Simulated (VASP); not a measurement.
# KF (Fmmm) in VASP: a series of runs, part 2 of 2

VASP 6.6.1. Earlier steps stand in the parts before.

**3. Single point, PBE (normal strain along x -0.0175, normal strain along z -0.0750)**

Contents of INCAR:

```
PREC     = Accurate       # precision mode
ENCUT    = 520            # plane-wave cutoff, eV
EDIFF    = 1E-6           # SCF threshold, eV
ISMEAR   = 0              # smearing method
SIGMA    = 0.05           # smearing width, eV
LREAL    = F              # projectors in reciprocal space
LASPH    = T              # aspherical terms in the spheres
NELM     = 80             # most SCF steps
ALGO     = Normal         # electronic algorithm
ISIF     = 2              # what is computed and relaxed
LWAVE    = F              # write WAVECAR
LCHARG   = F              # write CHGCAR
GGA      = PE             # functional
NBANDS   = 15             # bands
```

Contents of KPOINTS:

```
Automatic mesh
0
Gamma
  8 8 8
```

Contents of POSCAR:

```
KF
1.0
    0.0000000000      2.7105354767      2.5072453159
    2.6631011059      0.0000000000      2.5072453159
    2.6631011059      2.7105354767      0.0000000000
K F
1 1
Direct
    0.0000000000      0.0000000000      0.0000000000
    0.5000000000      0.5000000000      0.5000000000
```

Potentials or basis: VASP PAW PBE potentials, release 64 (K_sv, F).

The run is started by

```sh
$ cat potpaw_PBE.64/K_sv/POTCAR potpaw_PBE.64/F/POTCAR > POTCAR
$ mpirun -np 1 vasp_std > vasp.out
```

OUTCAR:

```text
PREC = Accurate
   ENCUT = 520
   EDIFF = 1E-6
   ISMEAR = 0
   LREAL = F
   LASPH = T
   NELM = 80
   ISIF = 2
   GGA = PE

 ion  position               nearest neighbor table
   1  0.000  0.000  0.000-   2 2.51   2 2.51   2 2.66   2 2.66   2 2.71   2 2.71
   2  0.500  0.500  0.500-   1 2.51   1 2.51   1 2.66   1 2.66   1 2.71   1 2.71

  LATTYP: Found a face centered orthorhombic cell.
 ALAT       =     5.0144906318
 B/A-ratio  =     1.0621621622
 C/A-ratio  =     1.0810810811

  Lattice vectors:

 A1 = (   2.6631011059,   2.7105354767,   0.0000000000)
 A2 = (   0.0000000000,   2.7105354767,   2.5072453159)
 A3 = (   2.6631011059,   0.0000000000,   2.5072453159)

Analysis of symmetry for initial positions (statically):
=====================================================================
 Subroutine PRICEL returns:
 Original cell was already a primitive cell.

 Routine SETGRP: Setting up the symmetry group for a
 face centered orthorhombic supercell.

 Subroutine GETGRP returns: Found  8 space group operations
 (whereof  8 operations were pure point group operations)
 out of a pool of  8 trial point group operations.

The static configuration has the point symmetry D_2h.

Analysis of symmetry for dynamics (positions and initial velocities):
=====================================================================
 Subroutine PRICEL returns:
 Original cell was already a primitive cell.

 Routine SETGRP: Setting up the symmetry group for a
 face centered orthorhombic supercell.

 Subroutine GETGRP returns: Found  8 space group operations
 (whereof  8 operations were pure point group operations)
 out of a pool of  8 trial point group operations.

The dynamic configuration has the point symmetry D_2h.

 Subroutine INISYM returns: Found  8 space group operations
 (whereof  8 operations are pure point group operations),
 and found     1 'primitive' translations

----------------------------------------------------------------------------------------

                                     Primitive cell

  volume of cell :      36.1967

  direct lattice vectors                    reciprocal lattice vectors
     0.000000000  2.710535477  2.507245316    -0.187751039  0.184465396  0.199422050
     2.663101106  0.000000000  2.507245316     0.187751039 -0.184465396  0.199422050
     2.663101106  2.710535477  0.000000000     0.187751039  0.184465396 -0.199422050

  length of vectors
     3.692327402  3.657647683  3.799882902     0.330222787  0.330222787  0.330222787

  position of ions in fractional coordinates (direct lattice)
     0.000000000  0.000000000  0.000000000
     0.500000000  0.500000000  0.500000000

  ion indices of the primitive-cell ions
   primitive index   ion index
                 1           1
                 2           2

----------------------------------------------------------------------------------------

 KPOINTS: Automatic mesh

Automatic generation of k-mesh.
 Grid dimensions read from file:
 generate k-points for:    8    8    8

 Generating k-lattice:

  Cartesian coordinates                     Fractional coordinates (reciprocal lattice)
    -0.023468880  0.023058174  0.024927756     0.125000000  0.000000000  0.000000000
     0.023468880 -0.023058174  0.024927756     0.000000000  0.125000000 -0.000000000
     0.023468880  0.023058174 -0.024927756     0.000000000 -0.000000000  0.125000000

  Length of vectors
     0.041277848  0.041277848  0.041277848

  Shift w.r.t. Gamma in fractional coordinates (k-lattice)
     0.000000000  0.000000000  0.000000000

 Subroutine IBZKPT returns following result:
 ===========================================

 Found     95 irreducible k-points:

 Following reciprocal coordinates:
            Coordinates               Weight
  0.000000  0.000000  0.000000      1.000000
  0.125000 -0.000000 -0.000000      8.000000
  0.250000 -0.000000 -0.000000      8.000000
  0.375000  0.000000 -0.000000      8.000000
  0.500000 -0.000000 -0.000000      4.000000
  0.125000  0.125000  0.000000      2.000000
[... 16 lines left out ...]
  0.250000 -0.000000  0.125000      8.000000
  0.375000  0.000000  0.125000      8.000000
 [... further k-points ...]
   k-points           NKPTS =     95   k-points in BZ     NKDIM =     95   number of bands    NBANDS=     15
   number of dos      NEDOS =    301   number of ions     NIONS =      2
   total plane-waves  NPLWV =  21952
   dimension x,y,z NGX =    28 NGY =   28 NGZ =   28
   dimension x,y,z NGXF=    56 NGYF=   56 NGZF=   56
   ions per type =               1   1
   NGX,Y,Z   is equivalent  to a cutoff of  12.61, 12.73, 12.25 a.u.
   NGXF,Y,Z  is equivalent  to a cutoff of  25.21, 25.45, 24.50 a.u.
 SYSTEM =  unknown system
   PREC   = accura    normal or accurate (medium, high low for compatibility)
   ISTART =      0    job   : 0-new  1-cont  2-samecut
   ICHARG =      2    charge: 1-file 2-atom 10-const
   ISPIN  =      1    spin polarized calculation?
   LNONCOLLINEAR =      F non collinear calculations
   LSORBIT =      F    spin-orbit coupling
   LASPH  =      T    aspherical Exc in radial PAW
   ENCUT  =  520.0 eV  38.22 Ry    6.18 a.u.   6.87  6.80  7.07*2*pi/ulx,y,z
   NELM   =     80;   NELMIN=  2; NELMDL= -5     # of ELM steps
   EDIFF  = 0.1E-05   stopping-criterion for ELM
   LREAL  =      F    real-space projection
   EDIFFG = 0.1E-04   stopping-criterion for IOM
   NSW    =      0    number of steps for IOM
   IBRION =     -1    ionic relax: 0-MD 1-quasi-New 2-CG
   NFREE  =      0    steps in history (QN), initial steepest desc. (CG)
   ISIF   =      2    stress and relaxation
   ISYM   =      2    0-nonsym 1-usesym 2-fastsym
   POTIM  = 0.5000    time-step for ionic-motion
   TEBEG  =    0.0;   TEEND  =   0.0 temperature during run
   PSTRESS=    0.0 pullay stress
   NELECT =      16.0000    total number of electrons
   NUPDOWN=      -1.0000    fix difference up-down
   EMIN   =  10.00;   EMAX   =-10.00  energy-range for DOS
   EFERMI =   0.00;   METHOD = LEGACY
   ISMEAR =     0;   SIGMA  =   0.05  broadening in eV -4-tet -1-fermi 0-gaus
   EFERMI_NEDOS =   21; number of points for ismear=-14 and -15
   IALGO  =     38    algorithm
   IMIX   =      4    mixing-type and parameters
     AMIX     =   0.40;   BMIX     =  1.00
     AMIX_MAG =   1.60;   BMIX_MAG =  1.00
  volume/ion in A,a.u.               =      18.10       122.13
  Fermi-wavevector in a.u.,A,eV,Ry     =   1.247072  2.356625 21.159635  1.555189
  Thomas-Fermi vector in A             =   2.381221
   LORBIT       =      0    0 simple, 1 ext, 2 COOP (PROOUT), +10 PAW based schemes
   GGA     = PE    functional components
   LHFCALC =     F    Hartree Fock is set to
   AEXX    =    0.0000 exact exchange contribution
   IVDW    =     0    specifies the selected vdW correction
   LEPSILON=     F    determine dielectric tensor
   LRPA    =     F    only Hartree local field effects (RPA)
 non-spin polarized calculation
 Gauss-broadening in eV      SIGMA  =   0.05
  energy-cutoff  :      520.00
  volume of cell :       36.20
 maximum number of plane-waves:       988
   NGX = 13   NGY = 13   NGZ = 15

 number of electron      16.0000010 magnetization

 Free energy of the ion-electron system (eV)
  ---------------------------------------------------
  ext. energy  EPLUGINS =         0.00000000
  ---------------------------------------------------
  free energy    TOTEN  =        -8.22598892 eV

  energy without entropy =       -8.22598892  energy(sigma->0) =       -8.22598892

 E-fermi :  -2.3333     XC(G=0):  -8.6379

 val. band max:       -2.5522517067   @ k =   0.0000   0.0000   0.0000
 cond. band min:       3.7585771003   @ k =   0.0000   0.0000   0.0000
 fundamental gap:      6.3108288071
 Fermi energy:        -2.3332719409

 k-point     1 :       0.0000    0.0000    0.0000
  band No.  band energies     occupation
      1     -28.6389      2.00000
      2     -21.3476      2.00000
      3     -11.8563      2.00000
      4     -11.8532      2.00000
      5     -11.8433      2.00000
      6      -2.7141      2.00000
      7      -2.6899      2.00000
      8      -2.5523      2.00000
      9       3.7586      0.00000
     10       8.0045      0.00000
     11       8.1156      0.00000
     12       8.4655      0.00000
     13       9.5592      0.00000
     14      10.3388      0.00000
[... 401 lines left out ...]
      2     -21.4294      2.00000
      3     -12.1115      2.00000
      4     -11.9423      2.00000
      5     -11.8975      2.00000
      6      -3.2749      2.00000
      7      -2.9441      2.00000
      8      -2.8562      2.00000
      9       6.2922      0.00000
     10       7.3317      0.00000
     11       9.2817      0.00000
     12       9.7956      0.00000
     13      10.8331      0.00000
     14      11.3991      0.00000
     15      15.2917      0.00000

 [... further k-points ...]
[... 5 lines left out ...]
  --------------------------------------------------------------------------------------
  -------------------------------------------------------------------------------------
  Total        0.5936557      0.3450272      1.8648498      0.0000000      0.0000000      0.0000000
  in kB       26.2769933     15.2719457     82.5438786      0.0000000      0.0000000      0.0000000
  external PRESSURE =      41.3642725 kB  Pullay stress =       0.0000000 kB

 VOLUME and BASIS-vectors are now :
 -----------------------------------------------------------------------------
  energy-cutoff  :      520.00
  volume of cell :       36.20
      direct lattice vectors                 reciprocal lattice vectors
     0.000000000  2.710535477  2.507245316    -0.187751039  0.184465396  0.199422050
     2.663101106  0.000000000  2.507245316     0.187751039 -0.184465396  0.199422050
     2.663101106  2.710535477  0.000000000     0.187751039  0.184465396 -0.199422050

 POSITION                                       TOTAL-FORCE (eV/Angst)
 -----------------------------------------------------------------------------------
      0.00000      0.00000      0.00000        -0.000000      0.000000     -0.000000
      2.66310      2.71054      2.50725         0.000000      0.000000      0.000000
 -----------------------------------------------------------------------------------
    total drift:                                0.000000      0.000000      0.000000

  FREE ENERGIE OF THE ION-ELECTRON SYSTEM (eV)
  ---------------------------------------------------
  free  energy   TOTEN  =        -8.2259889159 eV

  energy  without entropy=       -8.2259889159  energy(sigma->0) =       -8.22598892
```

Wall time 24 s (1 thread of Intel Xeon 6975P-C (Granite Rapids), shared host); peak memory 0.18 GiB.

Results:

- Free energy: -8.2260 eV
- Pressure: 4.1 GPa
- Band gap on the k mesh: 6.31 eV, direct

Caveat: the cell differs from its parent crystal (normal strain along x -0.0175, normal strain along z -0.0750).

**4. Single point, PBE (normal strain along x +0.0350, normal strain along z -0.1125)**

Contents of INCAR:

```
SYSTEM = KF
  PREC = Accurate
  ENCUT = 520
  EDIFF = 1E-6
  ISMEAR = 0
  SIGMA = 0.05
  LREAL = .False.
  LASPH = .True.
  NELM = 80
  ALGO = Normal
  ISIF = 2
  LWAVE = .False.
  LCHARG = .False.
  GGA = PE
  NBANDS = 15
```

Contents of KPOINTS:

```
Automatic mesh
0
Gamma
  8 8 8
  0 0 0
```

Contents of POSCAR:

```
KF
1.0
    0.0000000000      2.7105354767      2.4056002356
    2.8054042184      0.0000000000      2.4056002356
    2.8054042184      2.7105354767      0.0000000000
K F
1 1
Direct
    0.0000000000      0.0000000000      0.0000000000
    0.5000000000      0.5000000000      0.5000000000
```

Potentials or basis: VASP PAW PBE potentials, release 64 (K_sv, F).

The run is started by

```sh
$ cat potpaw_PBE.64/K_sv/POTCAR potpaw_PBE.64/F/POTCAR > POTCAR
$ mpirun -np 1 vasp_std > vasp.out
```

OUTCAR:

```text
SYSTEM = KF
   PREC = Accurate
   ENCUT = 520
   EDIFF = 1E-6
   ISMEAR = 0
   LREAL = .False.
   LASPH = .True.
   NELM = 80
   ISIF = 2
   GGA = PE

 ion  position               nearest neighbor table
   1  0.000  0.000  0.000-   2 2.41   2 2.41   2 2.71   2 2.71   2 2.81   2 2.81
   2  0.500  0.500  0.500-   1 2.41   1 2.41   1 2.71   1 2.71   1 2.81   1 2.81

  LATTYP: Found a face centered orthorhombic cell.
 ALAT       =     4.8112004712
 B/A-ratio  =     1.1267605634
 C/A-ratio  =     1.1661971831

  Lattice vectors:

 A1 = (   2.8054042184,  -2.7105354767,   0.0000000000)
 A2 = (   2.8054042184,   0.0000000000,   2.4056002356)
 A3 = (   0.0000000000,  -2.7105354767,   2.4056002356)

Analysis of symmetry for initial positions (statically):
=====================================================================
 Subroutine PRICEL returns:
 Original cell was already a primitive cell.

 Routine SETGRP: Setting up the symmetry group for a
 face centered orthorhombic supercell.

 Subroutine GETGRP returns: Found  8 space group operations
 (whereof  8 operations were pure point group operations)
 out of a pool of  8 trial point group operations.

The static configuration has the point symmetry D_2h.

[... 168 lines left out ...]
  band No.  band energies     occupation
      1     -28.6510      2.00000
      2     -21.3902      2.00000
      3     -11.9194      2.00000
      4     -11.8851      2.00000
      5     -11.8528      2.00000
      6      -2.7972      2.00000
      7      -2.7650      2.00000
      8      -2.4396      2.00000
      9       3.5797      0.00000
     10       7.8540      0.00000
     11       8.0763      0.00000
     12       8.7352      0.00000
     13       9.1713      0.00000
     14      10.8010      0.00000
[... 401 lines left out ...]
      2     -21.4891      2.00000
      3     -12.1220      2.00000
      4     -11.9790      2.00000
      5     -11.9015      2.00000
      6      -3.3100      2.00000
      7      -3.0046      2.00000
      8      -2.8527      2.00000
      9       6.0818      0.00000
     10       7.3173      0.00000
     11       9.1473      0.00000
     12       9.8625      0.00000
     13      10.7396      0.00000
     14      11.5908      0.00000
     15      15.0757      0.00000

 [... further k-points ...]
[... 5 lines left out ...]
  --------------------------------------------------------------------------------------
  -------------------------------------------------------------------------------------
  Total       -0.0025990      0.3665681      3.2821038      0.0000000      0.0000000      0.0000000
  in kB       -0.1138178     16.0531858    143.7337953      0.0000000      0.0000000      0.0000000
  external PRESSURE =      53.2243877 kB  Pullay stress =       0.0000000 kB

 VOLUME and BASIS-vectors are now :
 -----------------------------------------------------------------------------
  energy-cutoff  :      520.00
  volume of cell :       36.59
      direct lattice vectors                 reciprocal lattice vectors
     0.000000000  2.710535477  2.405600236    -0.178227436  0.184465396  0.207848333
     2.805404218  0.000000000  2.405600236     0.178227436 -0.184465396  0.207848333
     2.805404218  2.710535477  0.000000000     0.178227436  0.184465396 -0.207848333

 POSITION                                       TOTAL-FORCE (eV/Angst)
 -----------------------------------------------------------------------------------
      0.00000      0.00000      0.00000         0.000000      0.000000     -0.000000
      2.80540      2.71054      2.40560         0.000000     -0.000000      0.000000
 -----------------------------------------------------------------------------------
    total drift:                                0.000000      0.000000      0.000000

  FREE ENERGIE OF THE ION-ELECTRON SYSTEM (eV)
  ---------------------------------------------------
  free  energy   TOTEN  =        -8.1356625266 eV

  energy  without entropy=       -8.1356625266  energy(sigma->0) =       -8.13566253
```

OSZICAR:

```text
N       E                     dE             d eps       ncg     rms          rms(c)
DAV:   1     0.110028884592E+03    0.11003E+03   -0.82870E+03  2858   0.104E+03
DAV:   2    -0.496653611385E+01   -0.11500E+03   -0.10584E+03  3764   0.285E+02
DAV:   3    -0.931632871167E+01   -0.43498E+01   -0.43290E+01  3783   0.494E+01
DAV:   4    -0.942547772368E+01   -0.10915E+00   -0.10914E+00  3812   0.743E+00
DAV:   5    -0.942706456847E+01   -0.15868E-02   -0.15868E-02  3912   0.762E-01    0.675E+00
DAV:   6    -0.816193979162E+01    0.12651E+01   -0.34993E+00  2983   0.159E+01    0.487E+00
DAV:   7    -0.813650579968E+01    0.25434E-01   -0.74426E-02  3690   0.238E+00    0.276E+00
DAV:   8    -0.813328482715E+01    0.32210E-02   -0.49200E-02  3046   0.223E+00    0.202E-01
DAV:   9    -0.813494749615E+01   -0.16627E-02   -0.43431E-03  3823   0.535E-01    0.128E-01
DAV:  10    -0.813559550783E+01   -0.64801E-03   -0.64381E-04  2986   0.224E-01    0.490E-02
DAV:  11    -0.813566754901E+01   -0.72041E-04   -0.10496E-04  3137   0.956E-02    0.240E-02
DAV:  12    -0.813566210908E+01    0.54399E-05   -0.25442E-05  3501   0.499E-02    0.360E-03
DAV:  13    -0.813566252662E+01   -0.41754E-06   -0.23934E-06  3207   0.145E-02
   1 F= -.81356625E+01 E0= -.81356625E+01  d E =-.105993E-20
```

Wall time 27 s (1 thread of Intel Xeon 6975P-C (Granite Rapids), shared host); peak memory 0.18 GiB.

What came out:

```yaml
Free_energy: -8.1357 eV
Pressure: 5.3 GPa
Band_gap_on_the_k_mesh: 6.02 eV, direct
```

Caveat: the cell differs from its parent crystal (normal strain along x +0.0350, normal strain along z -0.1125).

**5. Summary**

```csv
cell,gap on the mesh (eV),pressure (GPa)
"a = 3.557, b = 3.704, c = 3.970 Å, angles 55.1, 58.7, 66.2°, 2 atoms",5.71,8.7
"a = 3.692, b = 3.658, c = 3.800 Å, angles 59.3, 58.4, 62.3°, 2 atoms",6.31,4.1
"a = 3.624, b = 3.696, c = 3.901 Å, angles 56.9, 58.7, 64.4°, 2 atoms",6.02,5.3
```

Alike in all rows: task single point; level PBE; potentials or basis VASP PAW PBE potentials, release 64 (K_sv, F); no spin polarisation; k mesh 8 × 8 × 8; cutoff (eV) 520; smearing gaussian 0.05 eV.

Total energies depend on the potentials used, so only differences within one code and one set of settings carry meaning.
